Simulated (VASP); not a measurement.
A run of VASP 6.6.1 is set up as follows.

The input INCAR:

```
PREC = Accurate
ENCUT = 520
EDIFF = 1E-6
ISMEAR = 0
SIGMA = 0.15
LREAL = False
LASPH = True
NELM = 80
ALGO = Normal
ISIF = 2
LWAVE = False
LCHARG = False
GGA = PS
NBANDS = 28
```

Contents of KPOINTS:

```
Automatic mesh
0
Gamma
  10 10 8
```

The input POSCAR:

```
SnO
1.0
    3.8803391402      0.0000000000      0.0000000000
    0.0000000000      3.8803391402      0.0000000000
    0.0000000000      0.0000000000      4.7505758552
Sn O
2 2
Direct
    0.0000000000      0.5000000000      0.2424656074
    0.5000000000      0.0000000000      0.7575343926
    0.0000000000      0.0000000000      0.0000000000
    0.5000000000      0.5000000000      0.0000000000
```

Potentials or basis: VASP PAW PBE potentials, release 64 (Sn_d, O).

Command:

```bash
$ cat potpaw_PBE.64/Sn_d/POTCAR potpaw_PBE.64/O/POTCAR > POTCAR
$ mpirun -np 1 vasp_std > vasp.out
```

Q: Predict the largest force.

A: 0.326 eV/Å.

Q: What does it give for the pressure?

A: -3.5 GPa.

Stress tensor (GPa, compression positive):
```
-4.27  0.00  0.00
 0.00 -4.27  0.00
 0.00  0.00 -2.06
```

Caveat: the cell stands under tension; the PAW data sets were made with another functional, which shifts forces and pressure a little.
